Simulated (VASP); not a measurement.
# Nb (Im-3m) in VASP: a series of runs

Nb is run at these levels: PBEsol; tasks: single point, relaxation of cell and atoms.

All numbers are computed with VASP 6.6.1; they aren't measurements. Logs are shortened: lines on timing, memory, paths and dates and some standing lists are left out, and cuts for length are marked.

## 1. The cell of the first run

It takes space group Im-3m (No. 229, cubic). Conventional cell: a = 3.131 Å, b = 3.131 Å, c = 3.131 Å, α = 90.00°, β = 90.00°, γ = 90.00°. Nb (site symmetry m-3m) has 14 Nb at 2.71 to 3.13 Å within 3.6 Å.

## 2. Single point, PBEsol

File INCAR:

```
PREC     = Accurate       # precision mode
ENCUT    = 500            # plane-wave cutoff, eV
EDIFF    = 1E-6           # SCF threshold, eV
ISMEAR   = -1             # smearing method
SIGMA    = 0.05           # smearing width, eV
LREAL    = F              # projectors in reciprocal space
LASPH    = T              # aspherical terms in the spheres
NELM     = 120            # most SCF steps
ALGO     = Normal         # electronic algorithm
ISIF     = 2              # what is computed and relaxed
LWAVE    = F              # write WAVECAR
LCHARG   = T              # write CHGCAR
GGA      = PS             # functional
LELF     = T              # ELF
LVHAR    = T            
NBANDS   = 12             # bands
GGA_COMPAT= F
```

File KPOINTS:

```
Automatic mesh
0
Gamma
  11 11 11
```

File POSCAR:

```
Nb
1.0
   -1.5653323810      1.5653323810      1.5653323810
    1.5653323810     -1.5653323810      1.5653323810
    1.5653323810      1.5653323810     -1.5653323810
Nb
1
Direct
    0.0000000000      0.0000000000      0.0000000000
```

Potentials or basis: VASP PAW PBE potentials, release 64 (Nb_sv).

On the command line:

```bash
$ cat potpaw_PBE.64/Nb_sv/POTCAR > POTCAR
$ mpirun -np 1 vasp_std > vasp.out
```

OUTCAR:

```text
PREC = Accurate
   ENCUT = 500
   EDIFF = 1E-6
   ISMEAR = -1
   LREAL = F
   LASPH = T
   NELM = 120
   ISIF = 2
   GGA = PS

 ion  position               nearest neighbor table
   1  0.000  0.000  0.000-

  LATTYP: Found a body centered cubic cell.
 ALAT       =     3.1306647620

  Lattice vectors:

 A1 = (  -1.5653323810,   1.5653323810,   1.5653323810)
 A2 = (   1.5653323810,  -1.5653323810,   1.5653323810)
 A3 = (   1.5653323810,   1.5653323810,  -1.5653323810)

Analysis of symmetry for initial positions (statically):
=====================================================================
 Subroutine PRICEL returns:
 Original cell was already a primitive cell.

 Routine SETGRP: Setting up the symmetry group for a
 body centered cubic supercell.

 Subroutine GETGRP returns: Found 48 space group operations
 (whereof 48 operations were pure point group operations)
 out of a pool of 48 trial point group operations.

The static configuration has the point symmetry O_h .

Analysis of symmetry for dynamics (positions and initial velocities):
=====================================================================
 Subroutine PRICEL returns:
 Original cell was already a primitive cell.

 Routine SETGRP: Setting up the symmetry group for a
 body centered cubic supercell.

 Subroutine GETGRP returns: Found 48 space group operations
 (whereof 48 operations were pure point group operations)
 out of a pool of 48 trial point group operations.

The dynamic configuration has the point symmetry O_h .

 Subroutine INISYM returns: Found 48 space group operations
 (whereof 48 operations are pure point group operations),
 and found     1 'primitive' translations

----------------------------------------------------------------------------------------

                                     Primitive cell

  volume of cell :      15.3419

  direct lattice vectors                    reciprocal lattice vectors
    -1.565332381  1.565332381  1.565332381     0.000000000  0.319420978  0.319420978
     1.565332381 -1.565332381  1.565332381     0.319420978  0.000000000  0.319420978
     1.565332381  1.565332381 -1.565332381     0.319420978  0.319420978  0.000000000

  length of vectors
     2.711235215  2.711235215  2.711235215     0.451729479  0.451729479  0.451729479

  position of ions in fractional coordinates (direct lattice)
     0.000000000  0.000000000  0.000000000

  ion indices of the primitive-cell ions
   primitive index   ion index
                 1           1

----------------------------------------------------------------------------------------

 KPOINTS: Automatic mesh

Automatic generation of k-mesh.
 Grid dimensions read from file:
 generate k-points for:   11   11   11

 Generating k-lattice:

  Cartesian coordinates                     Fractional coordinates (reciprocal lattice)
     0.000000000  0.029038271  0.029038271     0.090909091  0.000000000  0.000000000
     0.029038271  0.000000000  0.029038271     0.000000000  0.090909091  0.000000000
     0.029038271  0.029038271  0.000000000     0.000000000  0.000000000  0.090909091

  Length of vectors
     0.041066316  0.041066316  0.041066316

  Shift w.r.t. Gamma in fractional coordinates (k-lattice)
     0.000000000  0.000000000  0.000000000

 Subroutine IBZKPT returns following result:
 ===========================================

 Found     56 irreducible k-points:

 Following reciprocal coordinates:
            Coordinates               Weight
  0.000000  0.000000  0.000000      1.000000
  0.090909  0.000000  0.000000     12.000000
  0.181818  0.000000  0.000000     12.000000
  0.272727  0.000000  0.000000     12.000000
  0.363636  0.000000  0.000000     12.000000
  0.454545  0.000000  0.000000     12.000000
[... 16 lines left out ...]
  0.272727  0.181818  0.090909     48.000000
  0.363636  0.181818  0.090909     24.000000
 [... further k-points ...]
   k-points           NKPTS =     56   k-points in BZ     NKDIM =     56   number of bands    NBANDS=     12
   number of dos      NEDOS =    301   number of ions     NIONS =      1
   total plane-waves  NPLWV =   8000
   dimension x,y,z NGX =    20 NGY =   20 NGZ =   20
   dimension x,y,z NGXF=    40 NGYF=   40 NGZF=   40
   ions per type =               1
   NGX,Y,Z   is equivalent  to a cutoff of  12.26, 12.26, 12.26 a.u.
   NGXF,Y,Z  is equivalent  to a cutoff of  24.53, 24.53, 24.53 a.u.
 SYSTEM =  unknown system
   PREC   = accura    normal or accurate (medium, high low for compatibility)
   ISTART =      0    job   : 0-new  1-cont  2-samecut
   ICHARG =      2    charge: 1-file 2-atom 10-const
   ISPIN  =      1    spin polarized calculation?
   LNONCOLLINEAR =      F non collinear calculations
   LSORBIT =      F    spin-orbit coupling
   LASPH  =      T    aspherical Exc in radial PAW
   ENCUT  =  500.0 eV  36.75 Ry    6.06 a.u.   4.94  4.94  4.94*2*pi/ulx,y,z
   NELM   =    120;   NELMIN=  2; NELMDL= -5     # of ELM steps
   EDIFF  = 0.1E-05   stopping-criterion for ELM
   LREAL  =      F    real-space projection
   EDIFFG = 0.1E-04   stopping-criterion for IOM
   NSW    =      0    number of steps for IOM
   IBRION =     -1    ionic relax: 0-MD 1-quasi-New 2-CG
   NFREE  =      0    steps in history (QN), initial steepest desc. (CG)
   ISIF   =      2    stress and relaxation
   ISYM   =      2    0-nonsym 1-usesym 2-fastsym
   POTIM  = 0.5000    time-step for ionic-motion
   TEBEG  =    0.0;   TEEND  =   0.0 temperature during run
   PSTRESS=    0.0 pullay stress
   NELECT =      13.0000    total number of electrons
   NUPDOWN=      -1.0000    fix difference up-down
   EMIN   =  10.00;   EMAX   =-10.00  energy-range for DOS
   EFERMI =   0.00;   METHOD = LEGACY
   ISMEAR =    -1;   SIGMA  =   0.05  broadening in eV -4-tet -1-fermi 0-gaus
   EFERMI_NEDOS =   21; number of points for ismear=-14 and -15
   IALGO  =     38    algorithm
   IMIX   =      4    mixing-type and parameters
     AMIX     =   0.40;   BMIX     =  1.00
     AMIX_MAG =   1.60;   BMIX_MAG =  1.00
  volume/ion in A,a.u.               =      15.34       103.53
  Fermi-wavevector in a.u.,A,eV,Ry     =   1.549159  2.927486 32.652543  2.399894
  Thomas-Fermi vector in A             =   2.654006
   LORBIT       =      0    0 simple, 1 ext, 2 COOP (PROOUT), +10 PAW based schemes
   GGA     = PS    functional components
   LHFCALC =     F    Hartree Fock is set to
   AEXX    =    0.0000 exact exchange contribution
   IVDW    =     0    specifies the selected vdW correction
   LEPSILON=     F    determine dielectric tensor
   LRPA    =     F    only Hartree local field effects (RPA)
 non-spin polarized calculation
  energy-cutoff  :      500.00
  volume of cell :       15.34
 maximum number of plane-waves:       402
   NGX =  9   NGY =  9   NGZ =  9

 number of electron      13.0000002 magnetization

 Free energy of the ion-electron system (eV)
  ---------------------------------------------------
  ext. energy  EPLUGINS =         0.00000000
  ---------------------------------------------------
  free energy    TOTEN  =       -10.75700294 eV

  energy without entropy =      -10.74211104  energy(sigma->0) =      -10.74955699

 E-fermi :  13.4592     XC(G=0): -13.4815

 val. band max:       13.4496203472   @ k =  -0.3636   0.4545   0.1818
 cond. band min:      13.4675395087   @ k =   0.0909   0.0000   0.0000
 fundamental gap:      0.0179191615
 Fermi energy:        13.4591800122

 k-point     1 :       0.0000    0.0000    0.0000
  band No.  band energies     occupation
      1     -40.6972      2.00000
      2     -15.5580      2.00000
      3     -15.5580      2.00000
      4     -15.5580      2.00000
      5       7.2612      2.00000
      6      13.7299      0.00887
      7      13.7299      0.00887
      8      13.7299      0.00887
      9      17.2041      0.00000
     10      17.2041      0.00000
     11      28.0482      0.00000
     12      28.0482      0.00000

 k-point     2 :       0.0909    0.0000    0.0000
  band No.  band energies     occupation
      1     -40.6617      2.00000
      2     -15.7528      2.00000
      3     -15.6150      2.00000
      4     -15.5604      2.00000
      5       7.6699      2.00000
      6      13.4675      0.91660
      7      13.6562      0.03815
      8      14.1331      0.00000
      9      16.8110      0.00000
     10      17.1993      0.00000
     11      28.4055      0.00000
     12      28.7522      0.00000

 k-point     3 :       0.1818    0.0000    0.0000
  band No.  band energies     occupation
      1     -40.5655      2.00000
      2     -16.2564      2.00000
      3     -15.7654      2.00000
      4     -15.5671      2.00000
      5       8.6712      2.00000
      6      12.8385      1.99999
      7      13.3601      1.75759
      8      15.2996      0.00000
      9      16.4410      0.00000
     10      17.2461      0.00000
     11      28.9899      0.00000
     12      30.6942      0.00000
[... 286 lines left out ...]
 k-point    23 :       0.2727    0.1818    0.0909
  band No.  band energies     occupation
      1     -40.2326      2.00000
      2     -17.3907      2.00000
      3     -16.4341      2.00000
      4     -15.9293      2.00000
      5      10.7389      2.00000
      6      11.5744      2.00000
      7      13.5060      0.56334
      8      17.6178      0.00000
      9      18.2341      0.00000
     10      23.3514      0.00000
     11      27.0256      0.00000
     12      28.2355      0.00000

 k-point    24 :       0.3636    0.1818    0.0909
  band No.  band energies     occupation
      1     -40.2055      2.00000
      2     -17.4047      2.00000
      3     -16.5768      2.00000
      4     -15.9467      2.00000
      5      10.6087      2.00000
      6      11.5187      2.00000
      7      14.1757      0.00000
      8      17.7962      0.00000
      9      18.3236      0.00000
     10      24.3080      0.00000
     11      25.9476      0.00000
     12      27.5201      0.00000

 [... further k-points ...]

------------------------ aborting loop because EDIFF is reached ----------------------------------------

  FORCE on cell =-STRESS in cart. coord.  units (eV):
  Direction    XX          YY          ZZ          XY          YZ          ZX
  --------------------------------------------------------------------------------------
  -------------------------------------------------------------------------------------
  Total        2.8433375      2.8433375      2.8433375     -0.0000000      0.0000000     -0.0000000
  in kB      296.9335664    296.9335664    296.9335664     -0.0000000      0.0000000     -0.0000000
  external PRESSURE =     296.9335664 kB  Pullay stress =       0.0000000 kB

 VOLUME and BASIS-vectors are now :
 -----------------------------------------------------------------------------
  energy-cutoff  :      500.00
  volume of cell :       15.34
      direct lattice vectors                 reciprocal lattice vectors
    -1.565332381  1.565332381  1.565332381     0.000000000  0.319420978  0.319420978
     1.565332381 -1.565332381  1.565332381     0.319420978  0.000000000  0.319420978
     1.565332381  1.565332381 -1.565332381     0.319420978  0.319420978  0.000000000

 POSITION                                       TOTAL-FORCE (eV/Angst)
 -----------------------------------------------------------------------------------
      0.00000      0.00000      0.00000        -0.000000     -0.000000     -0.000000
 -----------------------------------------------------------------------------------
    total drift:                                0.000000     -0.000000      0.000000

  FREE ENERGIE OF THE ION-ELECTRON SYSTEM (eV)
  ---------------------------------------------------
  free  energy   TOTEN  =       -10.7570029388 eV

  energy  without entropy=      -10.7421110406  energy(sigma->0) =      -10.74955699
```

Run time: 22 s. Hardware: 1 thread of Intel Xeon 8259CL, shared host; peak memory 0.1 GiB.

What came out:

| Property | Result |
| --- | --- |
| Free energy | -10.7570 eV |
| Pressure | 29.7 GPa |
| Band gap on the k mesh | zero (an odd number of electrons rules out a gap without spin polarisation) |

Levels at points of the mesh, in eV from the Fermi level:
```
           k point  band 2  band 3  band 4  band 5  band 6  band 7  band 8  band 9  band 10  band 11
(0.00, 0.00, 0.00)  -29.02  -29.02  -29.02   -6.20    0.27    0.27    0.27    3.74     3.74    14.59
```

Caveat: the cell stands under pressure; the PAW data sets were made with another functional, which shifts forces and pressure a little.

(Part 1 of 2 ends here.)

The gap in the log of VASP goes by the Fermi energy; the results here count the filled bands.